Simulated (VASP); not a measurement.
Input of a VASP 6.6.1 run:

File INCAR:

```
SYSTEM = KI
  PREC = Accurate
  ENCUT = 600
  EDIFF = 1E-6
  ISMEAR = 0
  SIGMA = 0.01
  LREAL = .FALSE.
  LASPH = .TRUE.
  NELM = 60
  ALGO = Normal
  ISIF = 3
  LWAVE = .FALSE.
  LCHARG = .FALSE.
  GGA = PS
  IBRION = 2
  NSW = 100
  EDIFFG = -0.002
  PSTRESS = 100.0
```

KPOINTS

```
regular mesh
0
G
  6 6 6
  0 0 0
```

POSCAR

```
KI
1.0
    3.5024841933      3.5024841933      0.0000000000
   -3.5024841933      3.5024841933      0.0000000000
    0.0000000000      3.5024841933      3.5024841933
K I
1 1
Direct
    0.0000000000      0.0000000000      0.0000000000
    0.5000000000      0.5000000000      0.0000000000
```

Potentials or basis: VASP PAW PBE potentials, release 64 (K_sv, I).

Run with:

```bash
$ cat potpaw_PBE.64/K_sv/POTCAR potpaw_PBE.64/I/POTCAR > POTCAR
$ mpirun -np 1 vasp_std > vasp.out
```

What does it give for the space group after relaxing (to 0.05 Å)?

Fm-3m (No. 225).

What does it give for the relaxed volume?

30.50 Å³/atom.

The path:
| step | energy change (eV) | largest force (eV/Å) | pressure (GPa) | volume (Å³) |
| --- | --- | --- | --- | --- |
| 1 | 0.0000 | 0.0000 | 0.07 | 85.93 |
| 2 | 0.8709 | 0.0000 | 14.25 | 56.87 |
| 3 | 0.5647 | 0.0000 | 10.04 | 60.95 |
| 4 | 0.5374 | 0.0000 | 9.65 | 61.39 |
| 5 | 0.5382 | 0.0000 | 9.66 | 61.38 |
| 6 | 0.5408 | 0.0000 | 9.71 | 61.34 |
| 7 | 0.5408 | 0.0000 | 9.71 | 61.34 |
| 8 | 0.5409 | 0.0000 | 9.70 | 61.34 |
| 9 | 0.5412 | 0.0000 | 9.70 | 61.33 |
| 10 | 0.5417 | 0.0000 | 9.72 | 61.32 |
| 11 | 0.5426 | 0.0000 | 9.73 | 61.31 |
| 12 | 0.5446 | 0.0000 | 9.74 | 61.28 |
| 13 | 0.5485 | 0.0000 | 9.82 | 61.21 |
| 14 | 0.5563 | 0.0000 | 9.93 | 61.08 |
| 15 | 0.5722 | 0.0000 | 10.16 | 60.83 |
| 16 | 0.5612 | 0.0000 | 9.99 | 61.01 |

Caveat: the cell is relaxed towards a set pressure, so the enthalpy falls and the energy may rise; the volume moved by over 15 % at a fixed basis, so the end points are rough; the PAW data sets were made with another functional, which shifts forces and pressure a little.
